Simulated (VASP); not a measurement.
# Na (P6_3/mmc) in VASP: a series of runs, part 3 of 3

VASP 6.6.1. The steps go on from the part before.

**4. Relaxation of cell and atoms, PBE, target pressure 3 GPa, at which the enthalpy is minimised**

This run uses another cell than the first one, of 35.99 Å³/atom, 2.218 times its volume.

Input file INCAR:

```
ALGO     = Fast           # electronic algorithm
EDIFF    = 1E-6           # SCF threshold, eV
EDIFFG   = -0.008         # ionic threshold
ENCUT    = 600            # plane-wave cutoff, eV
GGA      = PE             # functional
IBRION   = 2              # ionic algorithm
ISIF     = 3              # what is computed and relaxed
ISMEAR   = 0              # smearing method
LASPH    = True           # aspherical terms in the spheres
LCHARG   = False          # write CHGCAR
LREAL    = False          # projectors in reciprocal space
LWAVE    = False          # write WAVECAR
NELM     = 100            # most SCF steps
NSW      = 70             # ionic steps
PREC     = Accurate       # precision mode
PSTRESS  = 30.0         
SIGMA    = 0.1            # smearing width, eV
```

Input file KPOINTS:

```
k-points
0
Gamma
  12 12 4
```

Input file POSCAR:

```
Na
1.0
    3.7174815650      0.0000000000      0.0000000000
   -1.8587407825      3.2194334734      0.0000000000
    0.0000000000      0.0000000000     12.0285483305
Na
4
Direct
    0.0000000000      0.0000000000      0.0000000000
    0.3333333333      0.6666666667      0.2500000000
    0.0000000000      0.0000000000      0.5000000000
    0.6666666667      0.3333333333      0.7500000000
```

Potentials or basis: VASP PAW PBE potentials, release 64 (Na_pv).

The run is started by

```bash
$ cat potpaw_PBE.64/Na_pv/POTCAR > POTCAR
$ mpirun -np 1 vasp_std > vasp.out
```

OUTCAR:

```text
EDIFF = 1E-6
   EDIFFG = -0.008
   ENCUT = 600
   GGA = PE
   IBRION = 2
   ISIF = 3
   ISMEAR = 0
   LASPH = True
   LREAL = False
   NELM = 100
   NSW = 70
   PREC = Accurate
   PSTRESS = 30.0

 ion  position               nearest neighbor table
   1  0.000  0.000  0.000-
   2  0.333  0.667  0.250-
   3  0.000  0.000  0.500-
   4  0.667  0.333  0.750-

  LATTYP: Found a hexagonal cell.
 ALAT       =     3.7174815650
 C/A-ratio  =     3.2356712791

  Lattice vectors:

 A1 = (   3.7174815650,   0.0000000000,   0.0000000000)
 A2 = (  -1.8587407825,   3.2194334734,   0.0000000000)
 A3 = (   0.0000000000,   0.0000000000,  12.0285483305)

Analysis of symmetry for initial positions (statically):
=====================================================================
 Subroutine PRICEL returns:
 Original cell was already a primitive cell.

 Routine SETGRP: Setting up the symmetry group for a
 hexagonal supercell.

 Subroutine GETGRP returns: Found 24 space group operations
 (whereof 12 operations were pure point group operations)
 out of a pool of 24 trial point group operations.

The static configuration has the point symmetry D_3d.
 The point group associated with its full space group is D_6h.

Analysis of symmetry for dynamics (positions and initial velocities):
=====================================================================
 Subroutine PRICEL returns:
 Original cell was already a primitive cell.

 Routine SETGRP: Setting up the symmetry group for a
 hexagonal supercell.

 Subroutine GETGRP returns: Found 24 space group operations
 (whereof 12 operations were pure point group operations)
 out of a pool of 24 trial point group operations.

The dynamic configuration has the point symmetry D_3d.
 The point group associated with its full space group is D_6h.

 Subroutine INISYM returns: Found 24 space group operations
 (whereof 12 operations are pure point group operations),
 and found     1 'primitive' translations

----------------------------------------------------------------------------------------

                                     Primitive cell

  volume of cell :     143.9599

  direct lattice vectors                    reciprocal lattice vectors
     3.717481565  0.000000000  0.000000000     0.268999316  0.155306828  0.000000000
    -1.858740782  3.219433473  0.000000000     0.000000000  0.310613656  0.000000000
     0.000000000  0.000000000 12.028548330     0.000000000  0.000000000  0.083135552

  length of vectors
     3.717481565  3.717481565 12.028548330     0.310613656  0.310613656  0.083135552

  position of ions in fractional coordinates (direct lattice)
     0.000000000  0.000000000  0.000000000
     0.333333333  0.666666667  0.250000000
     0.000000000  0.000000000  0.500000000
     0.666666667  0.333333333  0.750000000

  ion indices of the primitive-cell ions
   primitive index   ion index
                 1           1
                 2           2
                 3           3
                 4           4

[... 24 lines left out ...]
 Found     57 irreducible k-points:

 Following reciprocal coordinates:
            Coordinates               Weight
  0.000000  0.000000  0.000000      1.000000
  0.083333 -0.000000  0.000000      6.000000
  0.166667 -0.000000  0.000000      6.000000
  0.250000  0.000000  0.000000      6.000000
  0.333333 -0.000000  0.000000      6.000000
  0.416667 -0.000000  0.000000      6.000000
[... 16 lines left out ...]
  0.250000  0.000000  0.250000     12.000000
  0.333333 -0.000000  0.250000     12.000000
 [... further k-points ...]
   k-points           NKPTS =     57   k-points in BZ     NKDIM =     57   number of bands    NBANDS=     18
   number of dos      NEDOS =    301   number of ions     NIONS =      4
   total plane-waves  NPLWV =  86400
   dimension x,y,z NGX =    30 NGY =   30 NGZ =   96
   dimension x,y,z NGXF=    60 NGYF=   60 NGZF=  192
   ions per type =               4
   NGX,Y,Z   is equivalent  to a cutoff of  13.42, 13.42, 13.27 a.u.
   NGXF,Y,Z  is equivalent  to a cutoff of  26.83, 26.83, 26.54 a.u.
 SYSTEM =  unknown system
   PREC   = accura    normal or accurate (medium, high low for compatibility)
   ISTART =      0    job   : 0-new  1-cont  2-samecut
   ICHARG =      2    charge: 1-file 2-atom 10-const
   ISPIN  =      1    spin polarized calculation?
   LNONCOLLINEAR =      F non collinear calculations
   LSORBIT =      F    spin-orbit coupling
   LASPH  =      T    aspherical Exc in radial PAW
   ENCUT  =  600.0 eV  44.10 Ry    6.64 a.u.   7.42  7.42 24.02*2*pi/ulx,y,z
   NELM   =    100;   NELMIN=  2; NELMDL= -5     # of ELM steps
   EDIFF  = 0.1E-05   stopping-criterion for ELM
   LREAL  =      F    real-space projection
   EDIFFG = -.8E-02   stopping-criterion for IOM
   NSW    =     70    number of steps for IOM
   IBRION =      2    ionic relax: 0-MD 1-quasi-New 2-CG
   NFREE  =      1    steps in history (QN), initial steepest desc. (CG)
   ISIF   =      3    stress and relaxation
   ISYM   =      2    0-nonsym 1-usesym 2-fastsym
   POTIM  = 0.5000    time-step for ionic-motion
   TEBEG  =    0.0;   TEEND  =   0.0 temperature during run
   PSTRESS=   30.0 pullay stress
   NELECT =      28.0000    total number of electrons
   NUPDOWN=      -1.0000    fix difference up-down
   EMIN   =  10.00;   EMAX   =-10.00  energy-range for DOS
   EFERMI =   0.00;   METHOD = LEGACY
   ISMEAR =     0;   SIGMA  =   0.10  broadening in eV -4-tet -1-fermi 0-gaus
   EFERMI_NEDOS =   21; number of points for ismear=-14 and -15
   IALGO  =     68    algorithm
   IMIX   =      4    mixing-type and parameters
     AMIX     =   0.40;   BMIX     =  1.00
     AMIX_MAG =   1.60;   BMIX_MAG =  1.00
  volume/ion in A,a.u.               =      35.99       242.87
  Fermi-wavevector in a.u.,A,eV,Ry     =   0.948521  1.792445 12.241057  0.899692
  Thomas-Fermi vector in A             =   2.076717
   LORBIT       =      0    0 simple, 1 ext, 2 COOP (PROOUT), +10 PAW based schemes
   GGA     = PE    functional components
   LHFCALC =     F    Hartree Fock is set to
   AEXX    =    0.0000 exact exchange contribution
   IVDW    =     0    specifies the selected vdW correction
   LEPSILON=     F    determine dielectric tensor
   LRPA    =     F    only Hartree local field effects (RPA)
 conjugate gradient relaxation of ions
 non-spin polarized calculation
 RMM-DIIS sequential band-by-band and
 Gauss-broadening in eV      SIGMA  =   0.10
  energy-cutoff  :      600.00
  volume of cell :      143.96
 maximum number of plane-waves:      4872
 NGX is ok and might be reduce to    30
   NGX = 15   NGY = 15   NGZ = 49

--------------------------------------- Ionic step        1  -------------------------------------------

 number of electron      27.9999997 magnetization

 Free energy of the ion-electron system (eV)
  ---------------------------------------------------
  ext. energy  EPLUGINS =         0.00000000
  ---------------------------------------------------
  free energy    TOTEN  =        -5.25476110 eV

  energy without entropy =       -5.24759508  energy(sigma->0) =       -5.25117809

------------------------ aborting loop because EDIFF is reached ----------------------------------------

  FORCE on cell =-STRESS in cart. coord.  units (eV):
  Direction    XX          YY          ZZ          XY          YZ          ZX
  --------------------------------------------------------------------------------------
  -------------------------------------------------------------------------------------
  Total        0.1803605      0.1803605      0.2083461      0.0000000      0.0000000      0.0000000
  in kB        2.0072913      2.0072913      2.3187530      0.0000000      0.0000000      0.0000000
  external PRESSURE =     -27.8888881 kB  Pullay stress =      30.0000000 kB
[... 267 lines left out ...]
--------------------------------------- Ionic step        8  -------------------------------------------

 number of electron      27.9999987 magnetization

 Free energy of the ion-electron system (eV)
  ---------------------------------------------------
  ext. energy  EPLUGINS =         0.00000000
  ---------------------------------------------------
  free energy    TOTEN  =        -5.01209170 eV

  energy without entropy =       -5.00630256  energy(sigma->0) =       -5.00919713

 E-fermi :   1.1366     XC(G=0):  -7.1814

 val. band max:        1.1212726989   @ k =   0.2500   0.2500   0.2500
 cond. band min:       1.2039156143   @ k =   0.4167   0.0833   0.5000
 fundamental gap:      0.0826429154
 Fermi energy:         1.1366237065

 k-point     1 :       0.0000    0.0000    0.0000
  band No.  band energies     occupation
      1     -23.6960      2.00000
      2     -23.6546      2.00000
      3     -23.6544      2.00000
      4     -23.6235      2.00000
      5     -23.6235      2.00000
      6     -23.6180      2.00000
[... 481 lines left out ...]
      5     -23.6579      2.00000
      6     -23.6418      2.00000
[... 10 lines left out ...]
     17       4.4413      0.00000
     18       5.1082      0.00000

 [... further k-points ...]
[... 5 lines left out ...]
  --------------------------------------------------------------------------------------
  -------------------------------------------------------------------------------------
  Total        2.1649727      2.1649727      2.1700881      0.0000000     -0.0000000     -0.0000000
  in kB       29.9175207     29.9175207     29.9882097      0.0000000     -0.0000000     -0.0000000
  external PRESSURE =      -0.0589163 kB  Pullay stress =      30.0000000 kB
[... 23 lines left out ...]
  energy  without entropy=       -5.0063025605  energy(sigma->0) =       -5.00919713

  enthalpy is  TOTEN    =        -2.8411504302 eV   P V=        2.1709412710

 reached required accuracy - stopping structural energy minimisation
```

Run time: 11 min. Hardware: 1 thread of Intel Xeon Platinum 8488C (Sapphire Rapids), shared host; peak memory 0.36 GiB.

What came out:

- Free energy: -5.0121 eV
- Relaxed volume: 28.99 Å³/atom
- Relaxed cell: a = 3.454 Å, b = 3.454 Å, c = 11.221 Å, α = 90.00°, β = 90.00°, γ = 120.00°
- Space group after relaxing (to 0.05 Å): P6_3/mmc (No. 194)
- Energy change on relaxing (the enthalpy is what falls): +60.7 meV/atom
- Ionic steps: 8
- Pressure after relaxing: 3.0 GPa
- Band gap on the k mesh: zero (band 14 reaches 2.77 eV, above the bottom of band 15 at -1.46 eV)

The path:
| step | energy change (eV) | largest force (eV/Å) | pressure (GPa) | volume (Å³) |
| --- | --- | --- | --- | --- |
| 1 | 0.0000 | 0.0000 | 0.21 | 143.96 |
| 2 | 0.0523 | 0.0000 | 1.10 | 131.30 |
| 3 | 0.2930 | 0.0000 | 3.32 | 113.41 |
| 4 | 0.2496 | 0.0000 | 3.05 | 115.57 |
| 5 | 0.2397 | 0.0000 | 2.94 | 116.10 |
| 6 | 0.2398 | 0.0000 | 2.95 | 116.10 |
| 7 | 0.2400 | 0.0000 | 2.95 | 116.08 |
| 8 | 0.2427 | 0.0000 | 2.99 | 115.94 |

Final structure:
```
CELL_PARAMETERS angstrom
3.45413 0.00000 0.00000
-1.72707 2.99136 0.00000
0.00000 0.00000 11.22094
ATOMIC_POSITIONS crystal
Na 0.00000 0.00000 0.00000
Na 0.33333 0.66667 0.25000
Na 0.00000 0.00000 0.50000
Na 0.66667 0.33333 0.75000
```

Caveat: the cell is relaxed towards a set pressure, so the enthalpy falls and the energy may rise; the volume moved by over 15 % at a fixed basis, so the end points are rough.

**5. Overview**

| task | cell | k mesh | cutoff (eV) | gap on the mesh (eV) | pressure (GPa) |
| --- | --- | --- | --- | --- | --- |
| single point | a = 2.839, b = 2.839, c = 9.297 Å, angles 90.0, 90.0, 120.0°, 4 atoms | 18 × 18 × 6 | 520 | none | 30.1 |
| relaxation of cell and atoms | relaxed to 8 GPa from a = 3.364, b = 3.364, c = 10.927 Å, angles 90.0, 90.0, 120.0°, 4 atoms | 12 × 12 × 4 | 600 | none | 8.0 |
| relaxation of cell and atoms | relaxed to 3 GPa from a = 3.717, b = 3.717, c = 12.029 Å, angles 90.0, 90.0, 120.0°, 4 atoms | 12 × 12 × 4 | 600 | none | 3.0 |

Alike in all rows: level PBE; potentials or basis VASP PAW PBE potentials, release 64 (Na_pv); no spin polarisation; smearing gaussian 0.1 eV.

Caveats: the cell is relaxed towards a set pressure, so the enthalpy falls and the energy may rise (some runs); the volume moved by over 15 % at a fixed basis, so the end points are rough (some runs).

Total energies depend on the potentials used, so only differences within one code and one set of settings carry meaning.
